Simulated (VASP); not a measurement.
# Si: single point with PBE

Si:

```
CELL_PARAMETERS angstrom
0.00000 2.72212 2.72212
2.72212 0.00000 2.72212
2.72212 2.72212 0.00000
ATOMIC_POSITIONS crystal
Si 0.00000 0.00000 0.00000
Si 0.25000 0.25000 0.25000
```

| Quantity | Value |
| --- | --- |
| Program | VASP 6.6.1 |
| Task | single point |
| Functional | PBE |
| Potentials or basis | VASP PAW PBE potentials, release 64 (Si) |
| Cutoff | 520 eV |
| k mesh | 8 × 8 × 8 |
| Occupations | fermi-dirac, width 0.02 eV |
| Spin | no spin polarisation |
| Dipole correction | no |
| Further INCAR settings | ALGO = Normal; EDIFF = 1e-07; NBANDS = 11 |

```
Pressure               : 1.2 GPa
Band gap on the k mesh : 0.63 eV, indirect (least direct gap 2.56 eV)
```

Levels at points of the mesh, in eV from the valence-band top:
```
           k point  band 1  band 2  band 3  band 4  band 5  band 6  band 7  band 8  band 9
(0.00, 0.00, 0.00)  -11.91    0.00    0.00    0.00    2.56    2.56    2.56    3.29    7.72
(0.50, 0.00, 0.00)   -9.59   -6.93   -1.19   -1.19    1.51    3.34    3.34    7.72   10.53
(0.50, 0.50, 0.00)   -7.79   -7.79   -2.83   -2.83    0.73    0.73   10.05   10.05   10.95
```

Wall time 7.6 s on 1 thread of Intel Xeon 6975P-C, with other jobs on the host, peak memory 0.16 GiB.

A k mesh can miss the band edges. PBE gaps usually lie below the measured ones, often by a third to a half.
